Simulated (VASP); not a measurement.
# B (Fm-3m) in VASP: notebook, part 2 of 2

VASP 6.6.1.

## (5) Relaxation of cell and atoms, RPBE

This run uses another cell than the first one, of 6.55 Å³/atom, 1.054 times its volume.

File INCAR:

```
SYSTEM = B
PREC = Accurate
ENCUT = 600
EDIFF = 1E-6
ISMEAR = -1
SIGMA = 0.1
LREAL = .FALSE.
LASPH = .TRUE.
NELM = 80
ALGO = Normal
ISIF = 3
LWAVE = .FALSE.
LCHARG = .FALSE.
GGA = RP
IBRION = 2
NSW = 80
EDIFFG = -0.01
```

File KPOINTS:

```
regular mesh
0
G
  18 18 18
  0 0 0
```

File POSCAR:

```
B
1.0
    0.0000000000      1.4853449006      1.4853449006
    1.4853449006      0.0000000000      1.4853449006
    1.4853449006      1.4853449006      0.0000000000
B
1
Direct
    0.0000000000      0.0000000000      0.0000000000
```

Potentials or basis: VASP PAW PBE potentials, release 64 (B).

Launch:

```sh
> cat potpaw_PBE.64/B/POTCAR > POTCAR
> mpirun -np 1 vasp_std > vasp.out
```

OUTCAR:

```text
SYSTEM = B
   PREC = Accurate
   ENCUT = 600
   EDIFF = 1E-6
   ISMEAR = -1
   LREAL = .FALSE.
   LASPH = .TRUE.
   NELM = 80
   ISIF = 3
   GGA = RP
   IBRION = 2
   NSW = 80
   EDIFFG = -0.01

 ion  position               nearest neighbor table
   1  0.000  0.000  0.000-

  LATTYP: Found a face centered cubic cell.
 ALAT       =     2.9706898012

  Lattice vectors:

 A1 = (   0.0000000000,   1.4853449006,   1.4853449006)
 A2 = (   1.4853449006,   0.0000000000,   1.4853449006)
 A3 = (   1.4853449006,   1.4853449006,   0.0000000000)

Analysis of symmetry for initial positions (statically):
=====================================================================
 Subroutine PRICEL returns:
 Original cell was already a primitive cell.

 Routine SETGRP: Setting up the symmetry group for a
 face centered cubic supercell.

 Subroutine GETGRP returns: Found 48 space group operations
 (whereof 48 operations were pure point group operations)
 out of a pool of 48 trial point group operations.

The static configuration has the point symmetry O_h .

Analysis of symmetry for dynamics (positions and initial velocities):
=====================================================================
 Subroutine PRICEL returns:
 Original cell was already a primitive cell.

 Routine SETGRP: Setting up the symmetry group for a
 face centered cubic supercell.

 Subroutine GETGRP returns: Found 48 space group operations
 (whereof 48 operations were pure point group operations)
 out of a pool of 48 trial point group operations.

The dynamic configuration has the point symmetry O_h .

 Subroutine INISYM returns: Found 48 space group operations
 (whereof 48 operations are pure point group operations),
 and found     1 'primitive' translations

----------------------------------------------------------------------------------------

                                     Primitive cell

  volume of cell :       6.5541

  direct lattice vectors                    reciprocal lattice vectors
     0.000000000  1.485344901  1.485344901    -0.336622154  0.336622154  0.336622154
     1.485344901  0.000000000  1.485344901     0.336622154 -0.336622154  0.336622154
     1.485344901  1.485344901  0.000000000     0.336622154  0.336622154 -0.336622154

  length of vectors
     2.100594903  2.100594903  2.100594903     0.583046674  0.583046674  0.583046674

  position of ions in fractional coordinates (direct lattice)
     0.000000000  0.000000000  0.000000000

  ion indices of the primitive-cell ions
   primitive index   ion index
                 1           1

----------------------------------------------------------------------------------------

 KPOINTS: regular mesh

Automatic generation of k-mesh.
 Grid dimensions read from file:
 generate k-points for:   18   18   18

 Generating k-lattice:

  Cartesian coordinates                     Fractional coordinates (reciprocal lattice)
    -0.018701231  0.018701231  0.018701231     0.055555556  0.000000000  0.000000000
     0.018701231 -0.018701231  0.018701231     0.000000000  0.055555556  0.000000000
     0.018701231  0.018701231 -0.018701231     0.000000000  0.000000000  0.055555556

  Length of vectors
     0.032391482  0.032391482  0.032391482

  Shift w.r.t. Gamma in fractional coordinates (k-lattice)
     0.000000000  0.000000000  0.000000000

 Subroutine IBZKPT returns following result:
 ===========================================

 Found    195 irreducible k-points:

 Following reciprocal coordinates:
            Coordinates               Weight
  0.000000  0.000000  0.000000      1.000000
  0.055556  0.000000  0.000000      8.000000
  0.111111  0.000000  0.000000      8.000000
  0.166667  0.000000  0.000000      8.000000
  0.222222  0.000000  0.000000      8.000000
  0.277778  0.000000  0.000000      8.000000
[... 16 lines left out ...]
 -0.277778  0.055556  0.000000     24.000000
 -0.222222  0.055556  0.000000     24.000000
 [... further k-points ...]
   k-points           NKPTS =    195   k-points in BZ     NKDIM =    195   number of bands    NBANDS=      5
   number of dos      NEDOS =    301   number of ions     NIONS =      1
   total plane-waves  NPLWV =   5832
   dimension x,y,z NGX =    18 NGY =   18 NGZ =   18
   dimension x,y,z NGXF=    36 NGYF=   36 NGZF=   36
   ions per type =               1
   NGX,Y,Z   is equivalent  to a cutoff of  14.25, 14.25, 14.25 a.u.
   NGXF,Y,Z  is equivalent  to a cutoff of  28.49, 28.49, 28.49 a.u.
 SYSTEM =  B
   PREC   = accura    normal or accurate (medium, high low for compatibility)
   ISTART =      0    job   : 0-new  1-cont  2-samecut
   ICHARG =      2    charge: 1-file 2-atom 10-const
   ISPIN  =      1    spin polarized calculation?
   LNONCOLLINEAR =      F non collinear calculations
   LSORBIT =      F    spin-orbit coupling
   LASPH  =      T    aspherical Exc in radial PAW
   ENCUT  =  600.0 eV  44.10 Ry    6.64 a.u.   4.20  4.20  4.20*2*pi/ulx,y,z
   NELM   =     80;   NELMIN=  2; NELMDL= -5     # of ELM steps
   EDIFF  = 0.1E-05   stopping-criterion for ELM
   LREAL  =      F    real-space projection
   EDIFFG = -.1E-01   stopping-criterion for IOM
   NSW    =     80    number of steps for IOM
   IBRION =      2    ionic relax: 0-MD 1-quasi-New 2-CG
   NFREE  =      1    steps in history (QN), initial steepest desc. (CG)
   ISIF   =      3    stress and relaxation
   ISYM   =      2    0-nonsym 1-usesym 2-fastsym
   POTIM  = 0.5000    time-step for ionic-motion
   TEBEG  =    0.0;   TEEND  =   0.0 temperature during run
   PSTRESS=    0.0 pullay stress
   NELECT =       3.0000    total number of electrons
   NUPDOWN=      -1.0000    fix difference up-down
   EMIN   =  10.00;   EMAX   =-10.00  energy-range for DOS
   EFERMI =   0.00;   METHOD = LEGACY
   ISMEAR =    -1;   SIGMA  =   0.10  broadening in eV -4-tet -1-fermi 0-gaus
   EFERMI_NEDOS =   21; number of points for ismear=-14 and -15
   IALGO  =     38    algorithm
   IMIX   =      4    mixing-type and parameters
     AMIX     =   0.40;   BMIX     =  1.00
     AMIX_MAG =   1.60;   BMIX_MAG =  1.00
  volume/ion in A,a.u.               =       6.55        44.23
  Fermi-wavevector in a.u.,A,eV,Ry     =   1.261667  2.384204 21.657789  1.591803
  Thomas-Fermi vector in A             =   2.395114
   LORBIT       =      0    0 simple, 1 ext, 2 COOP (PROOUT), +10 PAW based schemes
   GGA     = RP    functional components
   LHFCALC =     F    Hartree Fock is set to
   AEXX    =    0.0000 exact exchange contribution
   IVDW    =     0    specifies the selected vdW correction
   LEPSILON=     F    determine dielectric tensor
   LRPA    =     F    only Hartree local field effects (RPA)
 conjugate gradient relaxation of ions
 non-spin polarized calculation
  energy-cutoff  :      600.00
  volume of cell :        6.55
 maximum number of plane-waves:       229
 NGX is ok and might be reduce to    18
   NGX =  9   NGY =  9   NGZ =  9

--------------------------------------- Ionic step        1  -------------------------------------------

 number of electron       3.0000000 magnetization

 Free energy of the ion-electron system (eV)
  ---------------------------------------------------
  ext. energy  EPLUGINS =         0.00000000
  ---------------------------------------------------
  free energy    TOTEN  =        -5.02154913 eV

  energy without entropy =       -5.01284415  energy(sigma->0) =       -5.01719664

 E-fermi :   9.3812     XC(G=0): -12.5789

 val. band max:        9.3752490055   @ k =  -0.2222   0.3333   0.1111
 cond. band min:       9.3821196113   @ k =  -0.4444   0.3333   0.1667
 fundamental gap:      0.0068706059
 Fermi energy:         9.3811809698

 k-point     1 :       0.0000    0.0000    0.0000
  band No.  band energies     occupation
      1      -8.6278      2.00000
      2      24.0559      0.00000
      3      24.0559      0.00000
      4      24.0559      0.00000
      5      39.8741      0.00000

 k-point     2 :       0.0556    0.0000    0.0000
  band No.  band energies     occupation
      1      -8.4995      2.00000
      2      23.4492      0.00000
      3      23.9319      0.00000
      4      23.9319      0.00000
      5      38.5629      0.00000
[... 243 lines left out ...]
  energy  without entropy=       -5.0486565552  energy(sigma->0) =       -5.05260334

--------------------------------------- Ionic step        3  -------------------------------------------

 number of electron       3.0000000 magnetization

 Free energy of the ion-electron system (eV)
  ---------------------------------------------------
  ext. energy  EPLUGINS =         0.00000000
  ---------------------------------------------------
  free energy    TOTEN  =        -5.06110844 eV

  energy without entropy =       -5.05290229  energy(sigma->0) =       -5.05700537

 E-fermi :  10.4984     XC(G=0): -12.9620

 val. band max:       10.4770681543   @ k =  -0.3889   0.4444   0.1111
 cond. band min:      10.5270442933   @ k =  -0.3333   0.5000   0.1667
 fundamental gap:      0.0499761391
 Fermi energy:        10.4984438308

 k-point     1 :       0.0000    0.0000    0.0000
  band No.  band energies     occupation
      1      -8.5992      2.00000
      2      26.4551      0.00000
      3      26.4551      0.00000
      4      26.4551      0.00000
      5      42.6013      0.00000

 k-point     2 :       0.0556    0.0000    0.0000
  band No.  band energies     occupation
      1      -8.4647      2.00000
      2      25.7822      0.00000
      3      26.3156      0.00000
      4      26.3156      0.00000
      5      41.2027      0.00000
[... 204 lines left out ...]
  FREE ENERGIE OF THE ION-ELECTRON SYSTEM (eV)
  ---------------------------------------------------
  free  energy   TOTEN  =        -5.0611084413 eV

  energy  without entropy=       -5.0529022925  energy(sigma->0) =       -5.05700537

 reached required accuracy - stopping structural energy minimisation
```

OSZICAR:

```text
N       E                     dE             d eps       ncg     rms          rms(c)
DAV:   1    -0.906474105284E+00   -0.90647E+00   -0.16558E+03  2005   0.525E+02
DAV:   2    -0.500749961472E+01   -0.41010E+01   -0.38978E+01  2570   0.634E+01
DAV:   3    -0.502595309406E+01   -0.18453E-01   -0.18450E-01  2300   0.472E+00
[... 13 lines left out ...]
       N       E                     dE             d eps       ncg     rms          rms(c)
DAV:   1    -0.506136619481E+01   -0.48153E-02   -0.51986E-02  1990   0.278E+00    0.145E-01
DAV:   2    -0.506120323520E+01    0.16296E-03   -0.49978E-05  2070   0.919E-02    0.851E-02
DAV:   3    -0.506110850539E+01    0.94730E-04   -0.59198E-05  2055   0.830E-02    0.506E-03
DAV:   4    -0.506110844131E+01    0.64076E-07   -0.25848E-08  1215   0.238E-03
   3 F= -.50611084E+01 E0= -.50570054E+01  d E =-.395593E-01
```

Wall time 14 s (1 thread of AMD EPYC 9R45 (Zen 5), shared host); peak memory 0.08 GiB.

Results:

* Free energy: -5.0611 eV
* Relaxed volume: 5.97 Å³/atom
* Relaxed cell: a = 2.037 Å, b = 2.037 Å, c = 2.037 Å, α = 60.00°, β = 60.00°, γ = 60.00°
* Space group after relaxing (to 0.05 Å): Fm-3m (No. 225)
* Energy gained by relaxing: 39.6 meV/atom
* Ionic steps: 3
* Pressure after relaxing: 0.0 GPa

The path:
```tsv
step	energy change (eV)	largest force (eV/Å)	pressure (GPa)	volume (Å³)
1	0.0000	0.0000	-20.30	6.55
2	-0.0350	0.0000	8.44	5.80
3	-0.0396	0.0000	0.05	5.97
```

Final structure:
```xyz
1
Lattice="0.0000 1.4402 1.4402 1.4402 0.0000 1.4402 1.4402 1.4402 0.0000" Properties=species:S:1:pos:R:3 pbc="T T T"
B     0.0000    0.0000    0.0000
```

Caveat: the PAW data sets were made with another functional, which shifts forces and pressure a little.

## (6) Single point, RPBE

This run uses another cell than the first one, of 5.98 Å³/atom, 0.962 times its volume.

File INCAR:

```
SYSTEM = B
PREC = Accurate
ENCUT = 520
EDIFF = 1E-6
ISMEAR = -1
SIGMA = 0.1
LREAL = .False.
LASPH = .True.
NELM = 60
ALGO = Normal
ISIF = 2
LWAVE = .False.
LCHARG = .True.
GGA = RP
LELF = .True.
LVHAR = .True.
NBANDS = 8
```

File KPOINTS:

```
regular mesh
0
Gamma
  31 31 31
  0 0 0
```

File POSCAR:

```
B
1.0
    0.0000000000      1.4407123703      1.4407123703
    1.4407123703      0.0000000000      1.4407123703
    1.4407123703      1.4407123703      0.0000000000
B
1
Direct
    0.0000000000      0.0000000000      0.0000000000
```

Potentials or basis: VASP PAW PBE potentials, release 64 (B).

Launch:

```sh
> cat potpaw_PBE.64/B/POTCAR > POTCAR
> mpirun -np 1 vasp_std > vasp.out
```

Run time: 27 s. Hardware: 1 thread of AMD EPYC 9R45 (Zen 5), shared host; peak memory 0.1 GiB.

The run converged. Its results:

```yaml
Free_energy: -5.0596 eV
Pressure: -0.2 GPa
```

Levels at points of the mesh, in eV from the Fermi level:
```
           k point  band 1  band 2  band 3  band 4  band 5  band 6
(0.00, 0.00, 0.00)  -19.09   15.94   15.94   15.94   32.08   32.08
```

Caveat: the PAW data sets were made with another functional, which shifts forces and pressure a little.

## (7) Summary

| task | cell | k mesh | cutoff (eV) | gap on the mesh (eV) | pressure (GPa) |
| --- | --- | --- | --- | --- | --- |
| single point | a = 2.064 Å, angles 60.0°, 1 atom | 21 × 21 × 21 | 520 | none | -9.8 |
| single point | a = 2.090 Å, angles 60.0°, 1 atom | 21 × 21 × 21 | 520 | none | -17.7 |
| single point | a = 2.116 Å, angles 60.0°, 1 atom | 21 × 21 × 21 | 520 | none | -24.2 |
| relaxation of cell and atoms | relaxed from a = 2.101 Å, angles 60.0°, 1 atom | 18 × 18 × 18 | 600 | none | 0.0 |
| single point | a = 2.037 Å, angles 60.0°, 1 atom | 31 × 31 × 31 | 520 | none | -0.2 |

Alike in all rows: level RPBE; potentials or basis VASP PAW PBE potentials, release 64 (B); no spin polarisation; smearing fermi-dirac 0.1 eV.

Caveats: the PAW data sets were made with another functional, which shifts forces and pressure a little.

Absolute energies hang on the potentials; compare differences alone.
